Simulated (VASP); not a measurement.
# LiF in VASP: notebook

Runs on LiF. Level: PBEsol. Tasks: single point.

Program: VASP 6.6.1. These are calculated values, not measurements. Logs are shortened: lines on timing, memory, paths and dates and some standing lists are left out, and cuts for length are marked.

### Step 1. The cell of the first run

The typed cell holds 4 atoms: a = 3.064 Å, b = 3.092 Å, c = 4.849 Å, α = 89.53°, β = 91.14°, γ = 120.49°.

### Step 2. Single point, PBEsol (atoms moved at random and the cell strained at random)

File INCAR:

```
PREC     = Accurate       # precision mode
ENCUT    = 520            # plane-wave cutoff, eV
EDIFF    = 1E-6           # SCF threshold, eV
ISMEAR   = 0              # smearing method
SIGMA    = 0.02           # smearing width, eV
LREAL    = F              # projectors in reciprocal space
LASPH    = T              # aspherical terms in the spheres
NELM     = 100            # most SCF steps
ALGO     = Normal         # electronic algorithm
ISIF     = 2              # what is computed and relaxed
LWAVE    = F              # write WAVECAR
LCHARG   = F              # write CHGCAR
GGA      = PS             # functional
NBANDS   = 18             # bands
```

File KPOINTS:

```
regular mesh
0
Gamma
  9 9 6
```

File POSCAR:

```
LiF
1.0
    3.0636334445     -0.0214265787     -0.0306093982
   -1.5503726837      2.6755084104      0.0126008304
   -0.0480732457     -0.0049034711      4.8485714148
Li F
2 2
Direct
    0.3376467380      0.6741435124      0.3763012488
    0.6809093637      0.3580159637      0.8716583337
    0.3265521113      0.6578544077      1.0033625481
    0.6548950540      0.3099861162      0.4986738695
```

Potentials or basis: VASP PAW PBE potentials, release 64 (Li_sv, F).

Run with:

```
cat potpaw_PBE.64/Li_sv/POTCAR potpaw_PBE.64/F/POTCAR > POTCAR
mpirun -np 1 vasp_std > vasp.out
```

OUTCAR:

```text
PREC = Accurate
   ENCUT = 520
   EDIFF = 1E-6
   ISMEAR = 0
   LREAL = F
   LASPH = T
   NELM = 100
   ISIF = 2
   GGA = PS

 ion  position               nearest neighbor table
   1  0.338  0.674  0.376-   4 1.79   3 1.81   4 1.91   4 1.91
   2  0.681  0.358  0.872-   3 1.81   4 1.81   3 1.87   3 1.97
   3  0.327  0.658  0.003-   1 1.81   2 1.81   2 1.87   2 1.97
   4  0.655  0.310  0.499-   1 1.79   2 1.81   1 1.91   1 1.91

  LATTYP: Found a triclinic cell.
 ALAT       =     3.0638612755
 B/A-ratio  =     1.0092735552
 C/A-ratio  =     1.5825821647
 COS(alpha) =     0.0081705593
 COS(beta)  =     0.0198965968
 COS(gamma) =     0.5074239552

  Lattice vectors:

 A1 = (   3.0636334445,  -0.0214265787,  -0.0306093982)
 A2 = (   1.5503726837,  -2.6755084104,  -0.0126008304)
 A3 = (   0.0480732457,   0.0049034711,  -4.8485714148)

Analysis of symmetry for initial positions (statically):
=====================================================================
 Subroutine PRICEL returns:
 Original cell was already a primitive cell.

 Routine SETGRP: Setting up the symmetry group for a
 triclinic supercell.

 Subroutine GETGRP returns: Found  1 space group operations
 (whereof  1 operations were pure point group operations)
 out of a pool of  2 trial point group operations.

The static configuration has the point symmetry C_1 .

Analysis of symmetry for dynamics (positions and initial velocities):
=====================================================================
 Subroutine PRICEL returns:
 Original cell was already a primitive cell.

 Routine SETGRP: Setting up the symmetry group for a
 triclinic supercell.

 Subroutine GETGRP returns: Found  1 space group operations
 (whereof  1 operations were pure point group operations)
 out of a pool of  2 trial point group operations.

The dynamic configuration has the point symmetry C_1 .

 Subroutine INISYM returns: Found  1 space group operations
 (whereof  1 operations are pure point group operations),
 and found     1 'primitive' translations

----------------------------------------------------------------------------------------

                                     Primitive cell

  volume of cell :      39.5776

  direct lattice vectors                    reciprocal lattice vectors
     3.063633445 -0.021426579 -0.030609398     0.327772450  0.189917580  0.003441909
    -1.550372684  2.675508410  0.012600830     0.002628717  0.375282087  0.000405595
    -0.048073246 -0.004903471  4.848571415     0.002062421  0.000223653  0.206266993

  length of vectors
     3.063861276  3.092274162  4.848812210     0.378834149  0.375291513  0.206277424

  position of ions in fractional coordinates (direct lattice)
     0.337646738  0.674143512  0.376301249
     0.680909364  0.358015964  0.871658334
     0.326552111  0.657854408  0.003362548
     0.654895054  0.309986116  0.498673870

  ion indices of the primitive-cell ions
   primitive index   ion index
                 1           1
                 2           2
                 3           3
                 4           4

----------------------------------------------------------------------------------------

 KPOINTS: regular mesh

Automatic generation of k-mesh.
 Grid dimensions read from file:
 generate k-points for:    9    9    6

 Generating k-lattice:

  Cartesian coordinates                     Fractional coordinates (reciprocal lattice)
     0.036419161  0.021101953  0.000382434     0.111111111 -0.000000000  0.000000000
     0.000292080  0.041698010  0.000045066     0.000000000  0.111111111 -0.000000000
     0.000343737  0.000037275  0.034377832    -0.000000000  0.000000000  0.166666667

  Length of vectors
     0.042092683  0.041699057  0.034379571

  Shift w.r.t. Gamma in fractional coordinates (k-lattice)
     0.000000000  0.000000000  0.000000000

 Subroutine IBZKPT returns following result:
 ===========================================

 Found    244 irreducible k-points:

 Following reciprocal coordinates:
            Coordinates               Weight
  0.000000  0.000000  0.000000      1.000000
  0.111111 -0.000000 -0.000000      2.000000
  0.222222  0.000000 -0.000000      2.000000
  0.333333  0.000000 -0.000000      2.000000
  0.444444  0.000000 -0.000000      2.000000
 -0.000000  0.111111 -0.000000      2.000000
[... 16 lines left out ...]
 -0.111111  0.222222 -0.000000      2.000000
  0.000000  0.333333  0.000000      2.000000
 [... further k-points ...]
   k-points           NKPTS =    244   k-points in BZ     NKDIM =    244   number of bands    NBANDS=     18
   number of dos      NEDOS =    301   number of ions     NIONS =      4
   total plane-waves  NPLWV =  20736
   dimension x,y,z NGX =    24 NGY =   24 NGZ =   36
   dimension x,y,z NGXF=    48 NGYF=   48 NGZF=   72
   ions per type =               2   2
   NGX,Y,Z   is equivalent  to a cutoff of  13.02, 12.90, 12.34 a.u.
   NGXF,Y,Z  is equivalent  to a cutoff of  26.04, 25.81, 24.69 a.u.
 SYSTEM =  unknown system
   PREC   = accura    normal or accurate (medium, high low for compatibility)
   ISTART =      0    job   : 0-new  1-cont  2-samecut
   ICHARG =      2    charge: 1-file 2-atom 10-const
   ISPIN  =      1    spin polarized calculation?
   LNONCOLLINEAR =      F non collinear calculations
   LSORBIT =      F    spin-orbit coupling
   LASPH  =      T    aspherical Exc in radial PAW
   ENCUT  =  520.0 eV  38.22 Ry    6.18 a.u.   5.70  5.75  9.02*2*pi/ulx,y,z
   NELM   =    100;   NELMIN=  2; NELMDL= -5     # of ELM steps
   EDIFF  = 0.1E-05   stopping-criterion for ELM
   LREAL  =      F    real-space projection
   EDIFFG = 0.1E-04   stopping-criterion for IOM
   NSW    =      0    number of steps for IOM
   IBRION =     -1    ionic relax: 0-MD 1-quasi-New 2-CG
   NFREE  =      0    steps in history (QN), initial steepest desc. (CG)
   ISIF   =      2    stress and relaxation
   ISYM   =      2    0-nonsym 1-usesym 2-fastsym
   POTIM  = 0.5000    time-step for ionic-motion
   TEBEG  =    0.0;   TEEND  =   0.0 temperature during run
   PSTRESS=    0.0 pullay stress
   NELECT =      20.0000    total number of electrons
   NUPDOWN=      -1.0000    fix difference up-down
   EMIN   =  10.00;   EMAX   =-10.00  energy-range for DOS
   EFERMI =   0.00;   METHOD = LEGACY
   ISMEAR =     0;   SIGMA  =   0.02  broadening in eV -4-tet -1-fermi 0-gaus
   EFERMI_NEDOS =   21; number of points for ismear=-14 and -15
   IALGO  =     38    algorithm
   IMIX   =      4    mixing-type and parameters
     AMIX     =   0.40;   BMIX     =  1.00
     AMIX_MAG =   1.60;   BMIX_MAG =  1.00
  volume/ion in A,a.u.               =       9.89        66.77
  Fermi-wavevector in a.u.,A,eV,Ry     =   1.303972  2.464150 23.134569  1.700343
  Thomas-Fermi vector in A             =   2.434939
   LORBIT       =      0    0 simple, 1 ext, 2 COOP (PROOUT), +10 PAW based schemes
   GGA     = PS    functional components
   LHFCALC =     F    Hartree Fock is set to
   AEXX    =    0.0000 exact exchange contribution
   IVDW    =     0    specifies the selected vdW correction
   LEPSILON=     F    determine dielectric tensor
   LRPA    =     F    only Hartree local field effects (RPA)
 non-spin polarized calculation
 Gauss-broadening in eV      SIGMA  =   0.02
  energy-cutoff  :      520.00
  volume of cell :       39.58
 maximum number of plane-waves:      1085
   NGX = 11   NGY = 11   NGZ = 19

 number of electron      19.9999997 magnetization

 Free energy of the ion-electron system (eV)
  ---------------------------------------------------
  ext. energy  EPLUGINS =         0.00000000
  ---------------------------------------------------
  free energy    TOTEN  =       -19.55709473 eV

  energy without entropy =      -19.55709473  energy(sigma->0) =      -19.55709473

 E-fermi :  -2.3329     XC(G=0):  -9.0433

 val. band max:       -2.5607218272   @ k =   0.0000   0.0000   0.0000
 cond. band min:       5.1101670751   @ k =   0.0000   0.0000   0.0000
 fundamental gap:      7.6708889023
 Fermi energy:        -2.3328526236

 k-point     1 :       0.0000    0.0000    0.0000
  band No.  band energies     occupation
      1     -42.2892      2.00000
      2     -42.2212      2.00000
      3     -21.8597      2.00000
      4     -21.6460      2.00000
      5      -4.6920      2.00000
      6      -3.0219      2.00000
[... 10 lines left out ...]
     17      17.3827      0.00000
     18      17.6860      0.00000

 k-point     2 :       0.1111   -0.0000   -0.0000
  band No.  band energies     occupation
      1     -42.2853      2.00000
      2     -42.2192      2.00000
      3     -21.8419      2.00000
      4     -21.6377      2.00000
      5      -4.6351      2.00000
      6      -3.1144      2.00000
[... 10 lines left out ...]
     17      17.5109      0.00000
     18      17.7811      0.00000

 k-point     3 :       0.2222    0.0000   -0.0000
  band No.  band energies     occupation
      1     -42.2753      2.00000
      2     -42.2142      2.00000
      3     -21.7949      2.00000
      4     -21.6188      2.00000
      5      -4.4941      2.00000
      6      -3.5016      2.00000
[... 10 lines left out ...]
     17      17.0216      0.00000
     18      17.7262      0.00000

 k-point     4 :       0.3333    0.0000   -0.0000
  band No.  band energies     occupation
      1     -42.2638      2.00000
      2     -42.2089      2.00000
      3     -21.7362      2.00000
      4     -21.6011      2.00000
      5      -4.4414      2.00000
      6      -3.8306      2.00000
[... 10 lines left out ...]
     17      16.6001      0.00000
     18      18.1562      0.00000

 k-point     5 :       0.4444    0.0000   -0.0000
  band No.  band energies     occupation
      1     -42.2560      2.00000
      2     -42.2056      2.00000
      3     -21.6923      2.00000
      4     -21.5944      2.00000
      5      -4.6038      2.00000
      6      -3.8437      2.00000
[... 10 lines left out ...]
     17      16.3823      0.00000
     18      18.5515      0.00000

 k-point     6 :      -0.0000    0.1111   -0.0000
  band No.  band energies     occupation
      1     -42.2856      2.00000
      2     -42.2190      2.00000
      3     -21.8432      2.00000
      4     -21.6373      2.00000
      5      -4.6348      2.00000
      6      -3.1557      2.00000
[... 10 lines left out ...]
     17      17.4665      0.00000
     18      17.7854      0.00000

 k-point     7 :       0.1111    0.1111    0.0000
  band No.  band energies     occupation
      1     -42.2789      2.00000
      2     -42.2153      2.00000
      3     -21.8113      2.00000
      4     -21.6231      2.00000
      5      -4.5302      2.00000
      6      -3.3843      2.00000
[... 10 lines left out ...]
     17      17.4788      0.00000
     18      17.9879      0.00000

 k-point     8 :       0.2222    0.1111    0.0000
  band No.  band energies     occupation
      1     -42.2682      2.00000
      2     -42.2102      2.00000
      3     -21.7585      2.00000
      4     -21.6046      2.00000
      5      -4.3841      2.00000
      6      -3.8489      2.00000
[... 10 lines left out ...]
     17      17.2897      0.00000
     18      17.9645      0.00000
[... 229 lines left out ...]
     17      16.6151      0.00000
     18      18.3428      0.00000

 k-point    20 :      -0.4444    0.2222    0.0000
  band No.  band energies     occupation
      1     -42.2594      2.00000
      2     -42.2071      2.00000
      3     -21.7126      2.00000
      4     -21.5968      2.00000
      5      -4.2877      2.00000
      6      -4.2116      2.00000
[... 10 lines left out ...]
     17      17.3819      0.00000
     18      18.0396      0.00000

 k-point    21 :      -0.3333    0.2222    0.0000
  band No.  band energies     occupation
      1     -42.2683      2.00000
      2     -42.2111      2.00000
      3     -21.7599      2.00000
      4     -21.6091      2.00000
      5      -4.3959      2.00000
      6      -3.8625      2.00000
[... 10 lines left out ...]
     17      17.2196      0.00000
     18      18.1841      0.00000

 k-point    22 :      -0.2222    0.2222    0.0000
  band No.  band energies     occupation
      1     -42.2762      2.00000
      2     -42.2145      2.00000
      3     -21.7989      2.00000
      4     -21.6210      2.00000
      5      -4.5020      2.00000
      6      -3.5192      2.00000
[... 10 lines left out ...]
     17      17.0541      0.00000
     18      17.9225      0.00000

 k-point    23 :      -0.1111    0.2222   -0.0000
  band No.  band energies     occupation
      1     -42.2795      2.00000
      2     -42.2156      2.00000
      3     -21.8141      2.00000
      4     -21.6245      2.00000
      5      -4.5336      2.00000
      6      -3.3909      2.00000
[... 10 lines left out ...]
     17      17.5708      0.00000
     18      18.0491      0.00000

 k-point    24 :       0.0000    0.3333    0.0000
  band No.  band energies     occupation
      1     -42.2666      2.00000
      2     -42.2078      2.00000
      3     -21.7489      2.00000
      4     -21.5958      2.00000
      5      -4.4386      2.00000
      6      -3.8133      2.00000
[... 10 lines left out ...]
     17      16.7375      0.00000
     18      18.1231      0.00000

 [... further k-points ...]

------------------------ aborting loop because EDIFF is reached ----------------------------------------

  FORCE on cell =-STRESS in cart. coord.  units (eV):
  Direction    XX          YY          ZZ          XY          YZ          ZX
  --------------------------------------------------------------------------------------
  -------------------------------------------------------------------------------------
  Total        0.0657111      0.0979825      0.6504886      0.1750440      0.3384970      0.1824610
  in kB        2.6601114      3.9665157     26.3330098      7.0861146     13.7030000      7.3863669
  external PRESSURE =      10.9865456 kB  Pullay stress =       0.0000000 kB

 VOLUME and BASIS-vectors are now :
 -----------------------------------------------------------------------------
  energy-cutoff  :      520.00
  volume of cell :       39.58
      direct lattice vectors                 reciprocal lattice vectors
     3.063633445 -0.021426579 -0.030609398     0.327772450  0.189917580  0.003441909
    -1.550372684  2.675508410  0.012600830     0.002628717  0.375282087  0.000405595
    -0.048073246 -0.004903471  4.848571415     0.002062421  0.000223653  0.206266993

 POSITION                                       TOTAL-FORCE (eV/Angst)
 -----------------------------------------------------------------------------------
     -0.02884      1.79460      1.82268        -0.001120     -0.324104      0.116729
      1.48910      0.93901      4.20997        -0.150601     -0.273526      0.285434
     -0.01965      1.75308      0.01460         0.157190      0.244737     -0.307278
      1.50179      0.81289      2.40172        -0.005469      0.352892     -0.094886
 -----------------------------------------------------------------------------------
    total drift:                                0.000294      0.000016     -0.001294

  FREE ENERGIE OF THE ION-ELECTRON SYSTEM (eV)
  ---------------------------------------------------
  free  energy   TOTEN  =       -19.5570947290 eV

  energy  without entropy=      -19.5570947290  energy(sigma->0) =      -19.55709473
```

It took 85 s on 1 thread of Intel Xeon Platinum 8488C (Sapphire Rapids), shared host; peak memory 0.24 GiB.

Results:

* Free energy: -19.5571 eV
* Largest force: 0.423 eV/Å
* Band gap on the k mesh: 7.67 eV, direct

Forces in eV/Å, atoms in the order of the input:
```
Li  -0.001 -0.324  0.117
Li  -0.151 -0.274  0.285
F    0.157  0.245 -0.307
F   -0.005  0.353 -0.095
```

Caveat: the cell differs from its parent crystal (atoms moved at random and the cell strained at random); the cutoff is under 1.25 times the usual one of these potentials, so pressure, stress and relaxed cells hold a basis-set (Pulay) error; the PAW data sets were made with another functional, which shifts forces and pressure a little. A k mesh can miss the band edges.

### Step 3. Single point, PBEsol (strained)

File INCAR:

```
ALGO = Normal
EDIFF = 1E-6
ENCUT = 750
GGA = PS
GGA_COMPAT = False
ISIF = 2
ISMEAR = 0
LASPH = True
LCHARG = False
LREAL = False
LWAVE = False
NBANDS = 18
NELM = 120
PREC = Accurate
SIGMA = 0.02
```

File KPOINTS:

```
k-points
0
Gamma
  9 9 6
```

File POSCAR:

```
LiF
1.0
    3.0504407939      0.0000000000      0.0000000000
   -1.5252203969      2.6417592203      0.0000000000
    0.0000000000      0.0000000000      4.7187255782
Li F
2 2
Direct
    0.3333333300      0.6666666700      0.3499518733
    0.6666666700      0.3333333300      0.8499518733
    0.3333333300      0.6666666700      1.0250461267
    0.6666666700      0.3333333300      0.5250461267
```

Potentials or basis: VASP PAW PBE potentials, release 64 (Li_sv, F).

Run with:

```
cat potpaw_PBE.64/Li_sv/POTCAR potpaw_PBE.64/F/POTCAR > POTCAR
mpirun -np 1 vasp_std > vasp.out
```

Run time: 26 s. Hardware: 1 thread of Intel Xeon 6975P-C (Granite Rapids), shared host; peak memory 0.19 GiB.

The run converged. Its results:

```
Free energy            : -18.8845 eV
Pressure               : 10.9 GPa
Largest force          : 3.085 eV/Å
Band gap on the k mesh : 7.80 eV, direct
```

Forces in eV/Å, atoms in the order of the input:
```
Li   0.000  0.000  3.085
Li   0.000  0.000  3.085
F    0.000  0.000 -3.085
F    0.000  0.000 -3.085
```

Stress tensor (GPa, compression positive):
```
-1.63  0.00  0.00
 0.00 -1.63  0.00
 0.00  0.00 36.07
```

Levels at points of the mesh, in eV from the valence-band top:
| k point | band 8 | band 9 | band 10 | band 11 | band 12 | band 13 |
| --- | --- | --- | --- | --- | --- | --- |
| (0.00, 0.00, 0.00) | -0.35 | 0.00 | 0.00 | 7.80 | 12.28 | 15.24 |
| (0.00, 0.00, 0.50) | -0.20 | -0.20 | -0.20 | 9.32 | 9.32 | 18.64 |

Caveat: the cell differs from its parent crystal (strained); the PAW data sets were made with another functional, which shifts forces and pressure a little. A k mesh can miss the band edges.
